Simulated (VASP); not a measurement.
## MgO: relaxation of cell and atoms with LDA

Crystal: MgO.

```
Mg O
1.0
     0.00000    2.10850    2.10850
     2.10850    0.00000    2.10850
     2.10850    2.10850    0.00000
Mg O
1 1
Direct
  0.00000 0.00000 0.00000
  0.50000 0.50000 0.50000
```

- Program: VASP 6.6.1
- Task: relaxation of cell and atoms
- Functional: LDA
- Potentials or basis: VASP PAW LDA potentials, release 64 (Mg, O)
- Cutoff: 600 eV
- k mesh: 8 × 8 × 8
- Occupations: gaussian, width 0.01 eV
- Spin: no spin polarisation
- Dipole correction: no
- Further INCAR settings: ALGO = Normal; EDIFF = 1e-07; IBRION = 2; EDIFFG = -0.002; NSW = 80; ISIF = 3

```
Relaxed volume                         : 8.89 Å³/atom
Relaxed cell                           : a = 2.930 Å, b = 2.930 Å, c = 2.930 Å, α = 60.00°, β = 60.00°, γ = 60.00°
Space group after relaxing (to 0.05 Å) : Fm-3m (No. 225)
Energy gained by relaxing              : 13.4 meV/atom
Ionic steps                            : 3
Pressure after relaxing                : 0.0 GPa
Band gap on the k mesh                 : 5.15 eV, direct
```

Step by step:
```csv
step,energy change (eV),largest force (eV/Å),pressure (GPa),volume (Å³)
1,0.0000,0.0000,-8.48,18.75
2,-0.0227,0.0000,3.71,17.43
3,-0.0267,0.0000,0.01,17.78
```

Final structure:
```
Mg O
1.0
     0.00000    2.07166    2.07166
     2.07166    0.00000    2.07166
     2.07166    2.07166    0.00000
Mg O
1 1
Direct
  0.00000 0.00000 0.00000
  0.50000 0.50000 0.50000
```

Levels at points of the mesh, in eV from the valence-band top:
| k point | band 1 | band 2 | band 3 | band 4 | band 5 | band 6 | band 7 | band 8 |
| --- | --- | --- | --- | --- | --- | --- | --- | --- |
| (0.00, 0.00, 0.00) | -17.27 | 0.00 | 0.00 | 0.00 | 5.15 | 15.80 | 15.80 | 15.80 |
| (0.50, 0.00, 0.00) | -15.78 | -4.92 | -0.72 | -0.72 | 8.05 | 12.96 | 16.51 | 16.51 |
| (0.50, 0.50, 0.00) | -15.49 | -4.36 | -1.44 | -1.44 | 8.94 | 10.25 | 13.42 | 19.39 |

It took 17 s on 1 thread of AMD EPYC 7R13 (shared host), peak memory 0.11 GiB.

As with any semilocal functional, this LDA gap is likely too small. Zero-point motion and thermal expansion aren't in these numbers.
